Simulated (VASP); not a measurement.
Wanted: the native input for a VASP 6.6.1 run.

- Task: single point
- Functional: RPBE
- Potentials or basis: VASP PAW PBE potentials, release 64 (Te)
- Cutoff: 520 eV
- k mesh: 13 × 13 × 13
- Occupations: fermi-dirac, width 0.1 eV
- Spin: no spin polarisation
- Dipole correction: no
- Further INCAR settings: ALGO = Normal; EDIFF = 1e-06; NBANDS = 9

The structure of Te lies in POSCAR:

```
Te
1.0
    0.0000000000      2.5037131161      2.5037131161
    2.5037131161      0.0000000000      2.5037131161
    2.5037131161      2.5037131161      0.0000000000
Te
1
Direct
    0.0000000000      0.0000000000      0.0000000000
```

This cell differs from its parent crystal: volume scaled by 1.08.

One way to write it, as run:

INCAR

```
ALGO = Normal
EDIFF = 1E-6
ENCUT = 520
GGA = RP
ISIF = 2
ISMEAR = -1
LASPH = True
LCHARG = False
LREAL = False
LWAVE = False
NBANDS = 9
NELM = 80
PREC = Accurate
SIGMA = 0.1
```

KPOINTS

```
k-points
0
Gamma
  13 13 13
```

Potentials or basis: VASP PAW PBE potentials, release 64 (Te).

Run with:

```sh
$ cat potpaw_PBE.64/Te/POTCAR > POTCAR
$ mpirun -np 1 vasp_std > vasp.out
```

It gave:

| Quantity | Value |
| --- | --- |
| Pressure | -3.1 GPa |
| Band gap on the k mesh | zero (band 3 reaches 9.12 eV, above the bottom of band 4 at 5.03 eV) |

Caveat: the PAW data sets were made with another functional, which shifts forces and pressure a little; spin-orbit coupling is left out, which moves the levels of the heavy elements.

Run time: 10 s on 1 thread of Intel(R) Xeon(R) Platinum 8488C (Sapphire Rapids), on a shared host, peak memory 0.17 GiB.
